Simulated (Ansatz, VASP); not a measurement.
## Two plane-wave programs on V

The input INCAR:

```
  PREC = Accurate
  ENCUT = 520
  EDIFF = 1E-6
  ISMEAR = -1
  SIGMA = 0.1
  LREAL = F
  LASPH = T
  NELM = 80
  ALGO = Normal
  ISIF = 2
  LWAVE = F
  LCHARG = F
  GGA = RP
  NBANDS = 12
```

KPOINTS

```
regular mesh
0
Gamma
  14 14 14
```

The input POSCAR:

```
V
1.0
    2.5027585161      0.0000000000      0.0000000000
    0.0000000000      2.5027585161      0.0000000000
    0.0000000000      0.0000000000      2.5027585161
V
1
Direct
    0.0000000000      0.0000000000      0.0000000000
```

Input for Ansatz:

```yaml
crystal:
  lattice:
    - [2.5027585161, 0.0, 0.0]
    - [0.0, 2.5027585161, 0.0]
    - [0.0, 0.0, 2.5027585161]
  atoms:
    - { symbol: V, position: [0.0, 0.0, 0.0] }
hamiltonian:
  xc: rpbe
  pseudopotentials:
    kind: paw
    azcp:
      V: "pseudopotentials/V.paw.azcp"
basis:
  ecutwfc: 420
  fft_grid_basis: typed
kpoints:
  mp_grid: { grid: [14, 14, 14], shift: [0, 0, 0] }
magnetization:
  spin_polarized: false
scf:
  occupations: { method: fermi_dirac, width: 0.1 }
  lower_state_search: "off"
output:
  stress: true
```

Alike in both runs: task single point; functional RPBE; k mesh 14 × 14 × 14; occupations fermi-dirac, width 0.1 eV; no spin polarisation.

|  | VASP | Ansatz |
| --- | --- | --- |
| version | VASP 6.6.1 | Ansatz 0.2.0 |
| potentials or method | VASP PAW PBE potentials, release 64 (V_sv), cutoff 520 eV | plane waves (420 eV) with PAW, scalar-relativistic |
| valence electrons in the cell | 13 | 13 |

```tsv
	VASP	Ansatz	Ansatz less VASP
pressure (GPa)	-3.9	-4.1	-0.25
```

VASP's potentials were made for PBE, not for RPBE.
